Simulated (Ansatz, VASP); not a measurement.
TiCo in VASP and in Ansatz

File INCAR:

```
ALGO = Normal
EDIFF = 1E-7
ENCUT = 520
GGA = PE
ISIF = 2
ISMEAR = 0
ISPIN = 2
LASPH = T
LCHARG = T
LELF = T
LMAXMIX = 4
LORBIT = 11
LREAL = F
LVHAR = T
LWAVE = F
MAGMOM = 0 1.09
NBANDS = 22
NELM = 150
PREC = Accurate
SIGMA = 0.1
```

The input KPOINTS:

```
k-points
0
Gamma
  14 14 14
```

Contents of POSCAR:

```
TiCo
1.0
    2.8931896534      0.0000000000      0.0000000000
    0.0000000000      2.8931896534      0.0000000000
    0.0000000000      0.0000000000      2.8931896534
Ti Co
1 1
Direct
    0.0000000000      0.0000000000      0.0000000000
    0.5000000000      0.5000000000      0.5000000000
```

Input for Ansatz:

```yaml
crystal:
  lattice:
    - [2.8931896534, 0.0, 0.0]
    - [0.0, 2.8931896534, 0.0]
    - [0.0, 0.0, 2.8931896534]
  atoms:
    - { symbol: Ti, position: [0.0, 0.0, 0.0] }
    - { symbol: Co, position: [0.5, 0.5, 0.5], spin: 1.09 }
basis:
  ecutwfc: 420
kpoints:
  mp_grid: { grid: [14, 14, 14] }
hamiltonian:
  xc: pbe
scf:
  occupations: { method: gaussian, width: 0.1 }
output:
  forces: true
  stress: true
  eigenvalues: true
  populations: true
magnetization:
  spin_polarized: true
```

Alike in both runs: task single point; functional PBE; k mesh 14 × 14 × 14; occupations gaussian, width 0.1 eV; collinear spin.

```csv
,VASP,Ansatz
version,VASP 6.6.1,Ansatz 0.2.0
potentials or method,"VASP PAW PBE potentials, release 64 (Ti_sv, Co), cutoff 520 eV","scalar-relativistic, plane waves, PAW"
valence electrons in the cell,21,29
```

|  | VASP | Ansatz | Ansatz less VASP |
| --- | --- | --- | --- |
| gap on the k mesh at the Fermi level (eV) | none | none | - |
| pressure (GPa) | 17.4 | 18.4 | +0.97 |
| net moment per atom (μB) | 0.31 | 0.34 | +0.032 |
| size of the moment on the site where the two differ most (μB) | 0.63 | 0.70 | +0.072 |

Site moments also hang on the region over which each program counts them. A gap of «none» marks a metal or a gap that the smearing closes. VASP's potentials hold 21 valence electrons a cell and Ansatz's 29, so a difference there can come from the potentials and not from the codes.
